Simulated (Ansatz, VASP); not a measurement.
## Two plane-wave programs on MnS

File POSCAR:

```
MnS
1.0
    0.0000000000      2.6217488470      2.6217488470
    2.6217488470      0.0000000000      2.6217488470
    2.6217488470      2.6217488470      0.0000000000
Mn S
1 1
Direct
    0.0000000000      0.0000000000      0.0000000000
    0.5000000000      0.5000000000      0.5000000000
```

Contents of INCAR.step1:

```
SYSTEM = MnS
  PREC = Accurate
  ENCUT = 520
  ISMEAR = -1
  SIGMA = 0.05
  LREAL = .False.
  LASPH = .True.
  NELM = 150
  ISPIN = 2
  MAGMOM = 4 0
  LMAXMIX = 4
  NBANDS = 20
  GGA = PE
  ALGO = Normal
  EDIFF = 1E-4
  LWAVE = .True.
  LCHARG = .False.
```

Contents of INCAR.step2:

```
SYSTEM = MnS
  PREC = Accurate
  ENCUT = 520
  EDIFF = 1E-6
  ISMEAR = -1
  SIGMA = 0.05
  LREAL = .False.
  LASPH = .True.
  NELM = 150
  ALGO = Normal
  ISIF = 2
  LWAVE = .False.
  LCHARG = .True.
  ISPIN = 2
  MAGMOM = 4 0
  LORBIT = 11
  LMAXMIX = 4
  METAGGA = R2SCAN
  LMIXTAU = .True.
  IVDW = 13
  VDW_S6 = 1.0
  VDW_S8 = 0.6018749
  VDW_A1 = 0.51559235
  VDW_A2 = 5.77342911
  LELF = .True.
  LVHAR = .True.
  NBANDS = 20
  ISTART = 1
```

Contents of KPOINTS:

```
regular mesh
0
Gamma
  9 9 9
  0 0 0
```

File input.yaml:

```yaml
crystal:
  lattice:
    - [0.0, 2.621748847, 2.621748847]
    - [2.621748847, 0.0, 2.621748847]
    - [2.621748847, 2.621748847, 0.0]
  atoms:
    - { symbol: Mn, position: [0.0, 0.0, 0.0], spin: 4.0 }
    - { symbol: S, position: [0.5, 0.5, 0.5] }
hamiltonian:
  xc: r2scan
  pseudopotentials: { kind: paw }
  dispersion: d4
magnetization:
  spin_polarized: true
kpoints:
  mp_grid: { grid: [9, 9, 9] }
scf:
  occupations: { method: fermi_dirac, width: 0.05 }
output:
  forces: true
  stress: true
  eigenvalues: true
  write_density: true
  write_potential: true
  elf: true
  volumetric_format: npy
```

Alike in both runs: task single point; functional r2SCAN; dispersion D4; k mesh 9 × 9 × 9; occupations fermi-dirac, width 0.05 eV; collinear spin.

|  | VASP | Ansatz |
| --- | --- | --- |
| version | VASP 6.6.1 | Ansatz 0.2.0 |
| potentials or method | VASP PAW PBE potentials, release 64 (Mn_pv, S) | Ansatz PAW |
| plane-wave cutoff (eV) | 520 | 500 |
| valence electrons in the cell | 19 | 21 |

VASP gave:

| Quantity | Value |
| --- | --- |
| pressure (GPa) | -2.2 |
| net moment per atom (μB) | 2.49 |
| size of the moment on the site where the two differ most (μB) | 0.13 |

Q: Estimate Ansatz's values.

A: Pressure (GPa): -2.2; net moment per atom (μB): 2.49; size of the moment on the site where the two differ most (μB): 0.18.

VASP's potentials were made for PBE, not for r2SCAN. Site moments also hang on the region over which each program counts them. VASP's potentials hold 19 valence electrons a cell and Ansatz's 21, so a difference there can come from the potentials and not from the codes.

Noted on Ansatz's run: the magnetic or orbital state may not be the lowest.
